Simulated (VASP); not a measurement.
Input of a VASP 6.6.1 run:

INCAR

```
PREC = Accurate
ENCUT = 520
EDIFF = 1E-7
ISMEAR = 0
SIGMA = 0.1
LREAL = F
LASPH = T
NELM = 100
ALGO = Normal
ISIF = 2
LWAVE = F
LCHARG = T
GGA = PE
LELF = T
LVHAR = T
NBANDS = 38
```

The input KPOINTS:

```
Automatic mesh
0
Gamma
  4 4 4
```

Contents of POSCAR:

```
Cd4SbO
1.0
    0.0000000000      4.4805887749      4.4805887749
    4.4805887749      0.0000000000      4.4805887749
    4.4805887749      4.4805887749      0.0000000000
Cd Sb O
4 1 1
Direct
    0.1119782693      0.1119782693      0.1119782693
    0.1119782693      0.1119782693      0.6640651922
    0.1119782693      0.6640651922      0.1119782693
    0.6640651922      0.1119782693      0.1119782693
    0.7500000000      0.7500000000      0.7500000000
    0.2500000000      0.2500000000      0.2500000000
```

Potentials or basis: VASP PAW PBE potentials, release 64 (Cd, Sb, O).

Run with:

```sh
$ cat potpaw_PBE.64/Cd/POTCAR potpaw_PBE.64/Sb/POTCAR potpaw_PBE.64/O/POTCAR > POTCAR
$ mpirun -np 1 vasp_std > vasp.out
```

Predict the pressure.

0.8 GPa.

What does it give for the band gap on the k mesh?

Zero (an odd number of electrons rules out a gap without spin polarisation).

Predict the largest force.

0.060 eV/Å.

Forces on the atoms (eV/Å):
```
Cd  -0.035 -0.035 -0.035
Cd   0.035  0.035 -0.035
Cd   0.035 -0.035  0.035
Cd  -0.035  0.035  0.035
Sb   0.000  0.000  0.000
O    0.000  0.000  0.000
```

Caveat: spin-orbit coupling is left out, which moves the levels of the heavy elements.
